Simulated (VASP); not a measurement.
Set up this calculation in VASP 6.6.1, as the native input.

```yaml
Task: single point
Functional: PBE
Potentials_or_basis: VASP PAW PBE potentials, release 64 (Al, N)
Cutoff: 520 eV
k_mesh: 10 × 10 × 10
Occupations: gaussian, width 0.05 eV
Spin: no spin polarisation
Dipole_correction: no
Further_INCAR_settings: ALGO = Normal; EDIFF = 1e-07; NBANDS = 11
```

The structure of AlN lies in POSCAR:

```
AlN
1.0
    0.0000000000      2.2012588983      2.2012588983
    2.2012588983      0.0000000000      2.2012588983
    2.2012588983      2.2012588983      0.0000000000
Al N
1 1
Direct
    0.0000000000      0.0228759442      0.0000000000
    0.7500000000      0.7059343065      0.7500000000
```

This cell differs from its parent crystal: atoms displaced along a vibrational mode.

The input as run:

INCAR

```
PREC     = Accurate       # precision mode
ENCUT    = 520            # plane-wave cutoff, eV
EDIFF    = 1E-7           # SCF threshold, eV
ISMEAR   = 0              # smearing method
SIGMA    = 0.05           # smearing width, eV
LREAL    = F              # projectors in reciprocal space
LASPH    = T              # aspherical terms in the spheres
NELM     = 100            # most SCF steps
ALGO     = Normal         # electronic algorithm
ISIF     = 2              # what is computed and relaxed
LWAVE    = F              # write WAVECAR
LCHARG   = F              # write CHGCAR
GGA      = PE             # functional
NBANDS   = 11             # bands
```

KPOINTS

```
Automatic mesh
0
Gamma
  10 10 10
```

Potentials or basis: VASP PAW PBE potentials, release 64 (Al, N).

Launch:

```console
$ cat potpaw_PBE.64/Al/POTCAR potpaw_PBE.64/N/POTCAR > POTCAR
$ mpirun -np 1 vasp_std > vasp.out
```

Results of the run:

```json
{
  "Pressure": "5.0 GPa",
  "Largest force": "3.333 eV/Å",
  "Band gap on the k mesh": "2.77 eV (least direct gap 3.41 eV)"
}
```

Caveat: the cell differs from its parent crystal (atoms displaced along a vibrational mode); the cell stands under pressure; forces of over 1 eV/Å act on the atoms, so gaps and moduli don't describe the material at rest.

Run time: 80 s on 1 thread of AMD EPYC 7R13 (shared host), peak memory 0.15 GiB.
